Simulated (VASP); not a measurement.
A run of VASP 6.6.1 is set up as follows.

The input INCAR:

```
SYSTEM = WS2
ALGO = Normal
DIPOL = 0.5 0.5 0.500
EDIFF = 1E-6
ENCUT = 520
GGA = PE
IDIPOL = 3
ISIF = 2
ISMEAR = 0
IVDW = 12
LASPH = .TRUE.
LCHARG = .FALSE.
LDIPOL = .TRUE.
LREAL = .FALSE.
LWAVE = .FALSE.
NBANDS = 20
NELM = 100
PREC = Accurate
SIGMA = 0.02
```

Contents of KPOINTS:

```
k-points
0
G
  12 12 1
  0 0 0
```

The input POSCAR:

```
WS2
1.0
    3.3490000000      0.0000000000      0.0000000000
   -1.6745000000      2.9003190773      0.0000000000
    0.0000000000      0.0000000000     32.2910878415
S W
2 1
Direct
    0.3333333333      0.6666666667      0.4473909859
    0.3333333333      0.6666666667      0.5526212592
    0.6666666667      0.3333333333      0.5000061200
```

Potentials or basis: VASP PAW PBE potentials, release 64 (S, W_sv).

Run with:

```sh
$ cat potpaw_PBE.64/S/POTCAR potpaw_PBE.64/W_sv/POTCAR > POTCAR
$ mpirun -np 1 vasp_std > vasp.out
```

Estimate the dispersion energy per atom.

-0.267 eV.

Predict the largest force.

2.750 eV/Å.

Forces on the atoms (eV/Å):
```
S    0.000  0.000  2.750
S    0.000  0.000 -2.750
W    0.000  0.000  0.000
```
